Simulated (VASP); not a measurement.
# LiF (Fm-3m) in VASP: notebook, part 2 of 2

VASP 6.6.1. Earlier steps stand in the parts before.

**5. Single point, PBE (volume scaled by 1.02)**

File INCAR:

```
SYSTEM = LiF
ALGO = Normal ; EDIFF = 1E-6
ENCUT = 520 ; GGA = PE
ISIF = 2 ; ISMEAR = -1
LASPH = .TRUE. ; LCHARG = .FALSE.
LREAL = .FALSE. ; LWAVE = .FALSE.
NBANDS = 12 ; NELM = 60
PREC = Accurate ; SIGMA = 0.03
```

File KPOINTS:

```
k-points
0
G
  10 10 10
  0 0 0
```

File POSCAR:

```
LiF
1.0
    0.0000000000      2.0273381370      2.0273381370
    2.0273381370      0.0000000000      2.0273381370
    2.0273381370      2.0273381370      0.0000000000
Li F
1 1
Direct
    0.0000000000      0.0000000000      0.0000000000
    0.5000000000      0.5000000000      0.5000000000
```

Potentials or basis: VASP PAW PBE potentials, release 64 (Li_sv, F).

The run is started by

```bash
$ cat potpaw_PBE.64/Li_sv/POTCAR potpaw_PBE.64/F/POTCAR > POTCAR
$ mpirun -np 1 vasp_std > vasp.out
```

OUTCAR:

```text
SYSTEM = LiF
   EDIFF = 1E-6
   ENCUT = 520
   GGA = PE
   ISIF = 2
   ISMEAR = -1
   LASPH = .TRUE.
   LREAL = .FALSE.
   NELM = 60
   PREC = Accurate

 ion  position               nearest neighbor table
   1  0.000  0.000  0.000-   2 2.03   2 2.03   2 2.03   2 2.03   2 2.03   2 2.03
   2  0.500  0.500  0.500-   1 2.03   1 2.03   1 2.03   1 2.03   1 2.03   1 2.03

  LATTYP: Found a face centered cubic cell.
 ALAT       =     4.0546762740

  Lattice vectors:

 A1 = (   0.0000000000,   2.0273381370,   2.0273381370)
 A2 = (   2.0273381370,   0.0000000000,   2.0273381370)
 A3 = (   2.0273381370,   2.0273381370,   0.0000000000)

Analysis of symmetry for initial positions (statically):
=====================================================================
 Subroutine PRICEL returns:
 Original cell was already a primitive cell.

 Routine SETGRP: Setting up the symmetry group for a
 face centered cubic supercell.

 Subroutine GETGRP returns: Found 48 space group operations
 (whereof 48 operations were pure point group operations)
 out of a pool of 48 trial point group operations.

The static configuration has the point symmetry O_h .

Analysis of symmetry for dynamics (positions and initial velocities):
=====================================================================
 Subroutine PRICEL returns:
 Original cell was already a primitive cell.

 Routine SETGRP: Setting up the symmetry group for a
 face centered cubic supercell.

 Subroutine GETGRP returns: Found 48 space group operations
 (whereof 48 operations were pure point group operations)
 out of a pool of 48 trial point group operations.

The dynamic configuration has the point symmetry O_h .

 Subroutine INISYM returns: Found 48 space group operations
 (whereof 48 operations are pure point group operations),
 and found     1 'primitive' translations

----------------------------------------------------------------------------------------

[... 116 lines left out ...]
   LORBIT       =      0    0 simple, 1 ext, 2 COOP (PROOUT), +10 PAW based schemes
   GGA     = PE    functional components
   LHFCALC =     F    Hartree Fock is set to
   AEXX    =    0.0000 exact exchange contribution
   IVDW    =     0    specifies the selected vdW correction
   LEPSILON=     F    determine dielectric tensor
   LRPA    =     F    only Hartree local field effects (RPA)
 non-spin polarized calculation
  energy-cutoff  :      520.00
  volume of cell :       16.67
 maximum number of plane-waves:       464
 NGX is ok and might be reduce to    24
   NGX = 11   NGY = 11   NGZ = 11

 number of electron      10.0000000 magnetization

 number of electron       9.9999991 magnetization

 Free energy of the ion-electron system (eV)
  ---------------------------------------------------
  ext. energy  EPLUGINS =         0.00000000
  ---------------------------------------------------
  free energy    TOTEN  =        -9.64049675 eV

  energy without entropy =       -9.64049675  energy(sigma->0) =       -9.64049675

 E-fermi :  -0.3694     XC(G=0):  -9.8864

 val. band max:       -1.1367207195   @ k =   0.0000   0.0000   0.0000
 cond. band min:       7.7767572284   @ k =   0.0000   0.0000   0.0000
 fundamental gap:      8.9134779480
 Fermi energy:        -0.3694280674

 k-point     1 :       0.0000    0.0000    0.0000
  band No.  band energies     occupation
      1     -42.1027      2.00000
      2     -21.0574      2.00000
      3      -1.1367      2.00000
      4      -1.1367      2.00000
      5      -1.1367      2.00000
      6       7.7768      0.00000
      7      22.5683      0.00000
      8      22.5683      0.00000
      9      22.5683      0.00000
     10      22.9919      0.00000
     11      22.9919      0.00000
     12      22.9919      0.00000
[... 331 lines left out ...]
 k-point    24 :       0.4000    0.3000    0.0000
  band No.  band energies     occupation
      1     -42.0474      2.00000
      2     -20.5500      2.00000
      3      -3.3932      2.00000
      4      -1.9834      2.00000
      5      -1.8748      2.00000
      6      11.7606      0.00000
      7      15.5289      0.00000
      8      17.1916      0.00000
      9      18.8071      0.00000
     10      19.8705      0.00000
     11      32.3316      0.00000
     12      33.4242      0.00000

 [... further k-points ...]
[... 5 lines left out ...]
  --------------------------------------------------------------------------------------
  -------------------------------------------------------------------------------------
  Total        0.0219717      0.0219717      0.0219717      0.0000000      0.0000000      0.0000000
  in kB        2.1123527      2.1123527      2.1123527      0.0000000      0.0000000      0.0000000
  external PRESSURE =       2.1123527 kB  Pullay stress =       0.0000000 kB

 VOLUME and BASIS-vectors are now :
 -----------------------------------------------------------------------------
  energy-cutoff  :      520.00
  volume of cell :       16.67
      direct lattice vectors                 reciprocal lattice vectors
     0.000000000  2.027338137  2.027338137    -0.246628814  0.246628814  0.246628814
     2.027338137  0.000000000  2.027338137     0.246628814 -0.246628814  0.246628814
     2.027338137  2.027338137  0.000000000     0.246628814  0.246628814 -0.246628814

 POSITION                                       TOTAL-FORCE (eV/Angst)
 -----------------------------------------------------------------------------------
      0.00000      0.00000      0.00000         0.000000      0.000000      0.000000
      2.02734      2.02734      2.02734        -0.000000     -0.000000     -0.000000
 -----------------------------------------------------------------------------------
    total drift:                               -0.000000     -0.000000      0.000000

  FREE ENERGIE OF THE ION-ELECTRON SYSTEM (eV)
  ---------------------------------------------------
  free  energy   TOTEN  =        -9.6404967544 eV

  energy  without entropy=       -9.6404967544  energy(sigma->0) =       -9.64049675
```

stdout:

```text
POSCAR found type information on POSCAR LiF
 POSCAR found :  2 types and       2 ions
 scaLAPACK will be used
 LDA part: xc-table for (Slater+PW92), standard interpolation
 POSCAR, INCAR and KPOINTS ok, starting setup
 FFT: planning ... GRIDC
 FFT: planning ... GRID_SOFT
 FFT: planning ... GRID
 WAVECAR not read
 entering main loop
```

It took 6.2 s on 1 thread of AMD EPYC 9R45 (Zen 5), shared host; peak memory 0.1 GiB.

Results:

- Free energy: -9.6405 eV
- Band gap on the k mesh: 8.91 eV, direct

Levels at points of the mesh, in eV from the valence-band top:
```
           k point  band 1  band 2  band 3  band 4  band 5  band 6  band 7  band 8  band 9  band 10
(0.00, 0.00, 0.00)  -40.97  -19.92    0.00    0.00    0.00    8.91   23.71   23.71   23.71    24.13
(0.50, 0.00, 0.00)  -40.91  -19.50   -2.46   -0.22   -0.22   10.67   16.50   18.74   18.74    30.00
(0.50, 0.50, 0.00)  -40.90  -19.25   -2.92   -0.97   -0.97   14.63   16.38   17.21   20.00    20.00
```

Caveat: the cutoff is under 1.25 times the usual one of these potentials, so pressure, stress and relaxed cells hold a basis-set (Pulay) error. A k mesh can miss the band edges.

**6. Single point, PBE (volume scaled by 1.06)**

File INCAR:

```
PREC = Accurate ; ENCUT = 520
EDIFF = 1E-6 ; ISMEAR = -1
SIGMA = 0.03 ; LREAL = F
LASPH = T ; NELM = 60
ALGO = Normal ; ISIF = 2
LWAVE = F ; LCHARG = F
GGA = PE ; NBANDS = 12
```

File KPOINTS:

```
regular mesh
0
Gamma
  10 10 10
```

File POSCAR:

```
LiF
1.0
    0.0000000000      2.0535002244      2.0535002244
    2.0535002244      0.0000000000      2.0535002244
    2.0535002244      2.0535002244      0.0000000000
Li F
1 1
Direct
    0.0000000000      0.0000000000      0.0000000000
    0.5000000000      0.5000000000      0.5000000000
```

Potentials or basis: VASP PAW PBE potentials, release 64 (Li_sv, F).

The run is started by

```bash
$ cat potpaw_PBE.64/Li_sv/POTCAR potpaw_PBE.64/F/POTCAR > POTCAR
$ mpirun -np 1 vasp_std > vasp.out
```

It took 6.1 s on 1 thread of AMD EPYC 9R45 (Zen 5), shared host; peak memory 0.1 GiB.

The run converged. Its results:

```
Free energy            : -9.6381 eV
Band gap on the k mesh : 8.59 eV, direct
```

Levels at points of the mesh, in eV from the valence-band top:
```csv
k point,band 1,band 2,band 3,band 4,band 5,band 6,band 7,band 8,band 9,band 10
"(0.00, 0.00, 0.00)",-41.06,-19.82,0.00,0.00,0.00,8.59,23.20,23.20,23.20,23.75
"(0.50, 0.00, 0.00)",-41.02,-19.43,-2.35,-0.21,-0.21,10.47,16.06,18.43,18.43,29.33
"(0.50, 0.50, 0.00)",-41.00,-19.20,-2.76,-0.92,-0.92,14.27,16.19,16.76,19.56,19.56
```

Caveat: the cutoff is under 1.25 times the usual one of these potentials, so pressure, stress and relaxed cells hold a basis-set (Pulay) error.

**7. Summary**

```csv
cell,gap on the mesh (eV)
"a = 2.790 Å, angles 60.0°, 2 atoms",9.66
"a = 2.829 Å, angles 60.0°, 2 atoms",9.28
"a = 2.858 Å, angles 60.0°, 2 atoms",9.00
"a = 2.867 Å, angles 60.0°, 2 atoms",8.91
"a = 2.904 Å, angles 60.0°, 2 atoms",8.59
```

Alike in all rows: task single point; level PBE; potentials or basis VASP PAW PBE potentials, release 64 (Li_sv, F); no spin polarisation; k mesh 10 × 10 × 10; cutoff (eV) 520; smearing fermi-dirac 0.03 eV.

Caveats: the cutoff is under 1.25 times the usual one of these potentials, so pressure, stress and relaxed cells hold a basis-set (Pulay) error.

Total energies depend on the potentials used, so only differences within one code and one set of settings carry meaning.
